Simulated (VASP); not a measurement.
Here is a VASP 6.6.1 calculation.

The input INCAR:

```
PREC = Accurate
ENCUT = 520
EDIFF = 1E-6
ISMEAR = -1
SIGMA = 0.15
LREAL = F
LASPH = T
NELM = 80
ALGO = Normal
ISIF = 2
LWAVE = F
LCHARG = F
GGA = PS
NBANDS = 18
```

File KPOINTS:

```
Automatic mesh
0
Gamma
  10 10 6
```

Contents of POSCAR:

```
HfSc
1.0
    3.2183735730      0.0000000000      0.0000000000
   -1.6091867865      2.7871940366      0.0000000000
    0.0000000000      0.0000000000      5.0698720685
Hf Sc
1 1
Direct
    0.6666666667      0.3333333333      0.5000000000
    0.3333333333      0.6666666667      0.0000000000
```

Potentials or basis: VASP PAW PBE potentials, release 64 (Hf_pv, Sc_sv).

The run is started by

```sh
$ cat potpaw_PBE.64/Hf_pv/POTCAR potpaw_PBE.64/Sc_sv/POTCAR > POTCAR
$ mpirun -np 1 vasp_std > vasp.out
```

(1) Estimate the pressure.

Results:

(1) -1.7 GPa.

Caveat: the PAW data sets were made with another functional, which shifts forces and pressure a little.
